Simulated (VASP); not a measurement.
**CdSe: single point with PBE**

The system is CdSe.

```
Cd Se
1.0
     0.00000    2.84295    2.84295
     2.84295    0.00000    2.84295
     2.84295    2.84295    0.00000
Cd Se
1 1
Direct
  0.00000 0.00000 0.00000
  0.50000 0.50000 0.50000
```

| Item | Value |
| --- | --- |
| Program | VASP 6.6.1 |
| Task | single point |
| Functional | PBE |
| Potentials or basis | VASP PAW PBE potentials, release 64 (Cd, Se) |
| Cutoff | 520 eV |
| k mesh | 8 × 8 × 8 |
| Occupations | fermi-dirac, width 0.02 eV |
| Spin | no spin polarisation |
| Dipole correction | no |
| Further INCAR settings | ALGO = Normal; EDIFF = 1e-07; NBANDS = 16 |

```
Pressure               : 2.1 GPa
Band gap on the k mesh : zero (band 9 reaches 2.55 eV, above the bottom of band 10 at 2.10 eV)
```

Levels at points of the mesh, in eV from the Fermi level:
```tsv
k point	band 7	band 8	band 9	band 10	band 11	band 12
(0.00, 0.00, 0.00)	-0.68	-0.68	-0.68	0.18	8.64	8.64
(0.50, 0.00, 0.00)	-5.12	-0.07	-0.07	2.98	5.23	5.23
(0.50, 0.50, 0.00)	-4.31	-2.19	-2.19	-0.49	5.40	9.92
```

Run time: 46 s on 1 thread of AMD EPYC 7R43 64-Core Processor (Zen 3), with other jobs on the host, peak memory 0.14 GiB.
